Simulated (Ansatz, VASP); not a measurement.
# Two plane-wave programs on NbC

The input INCAR:

```
SYSTEM = NbC
PREC = Accurate
ENCUT = 600
EDIFF = 1E-6
ISMEAR = 0
SIGMA = 0.05
LREAL = .False.
LASPH = .True.
NELM = 120
ALGO = Normal
ISIF = 2
LWAVE = .False.
LCHARG = .False.
GGA = PS
IVDW = 12
NBANDS = 16
GGA_COMPAT = .False.
```

File KPOINTS:

```
regular mesh
0
Gamma
  10 10 10
  0 0 0
```

File POSCAR:

```
NbC
1.0
    0.0000000000      2.2233570241      2.2233570241
    2.2233570241      0.0000000000      2.2233570241
    2.2233570241      2.2233570241      0.0000000000
Nb C
1 1
Direct
    0.0000000000      0.0000000000      0.0000000000
    0.5000000000      0.5000000000      0.5000000000
```

Input for Ansatz:

```yaml
crystal:
  lattice:
    - [0.0, 2.2233570241, 2.2233570241]
    - [2.2233570241, 0.0, 2.2233570241]
    - [2.2233570241, 2.2233570241, 0.0]
  atoms:
    - { symbol: Nb, position: [0.0, 0.0, 0.0] }
    - { symbol: C, position: [0.5, 0.5, 0.5] }
basis:
  ecutwfc: 420
  ecutrho_ratio: 4
kpoints:
  mp_grid: { grid: [10, 10, 10] }
hamiltonian:
  xc: pbesol
  dispersion: d3bj
scf:
  occupations: { method: gaussian, width: 0.05 }
output:
  forces: true
  stress: true
  eigenvalues: true
```

Alike in both runs: task single point; functional PBEsol; dispersion D3(BJ); k mesh 10 × 10 × 10; occupations gaussian, width 0.05 eV; no spin polarisation.

|  | VASP | Ansatz |
| --- | --- | --- |
| version | VASP 6.6.1 | Ansatz 0.2.0 |
| potentials or method | VASP PAW PBE potentials, release 64 (Nb_sv, C), cutoff 600 eV | scalar-relativistic, plane waves, PAW |
| valence electrons in the cell | 17 | 17 |

VASP gave:

* gap on the k mesh at the Fermi level (eV): none
* pressure (GPa): -7.0

Problem. Which values does Ansatz return?

Solution. gap on the k mesh at the Fermi level (eV): none; pressure (GPa): -6.4.

VASP's potentials were made for PBE, not for PBEsol. A gap of «none» marks a metal or a gap that the smearing closes.
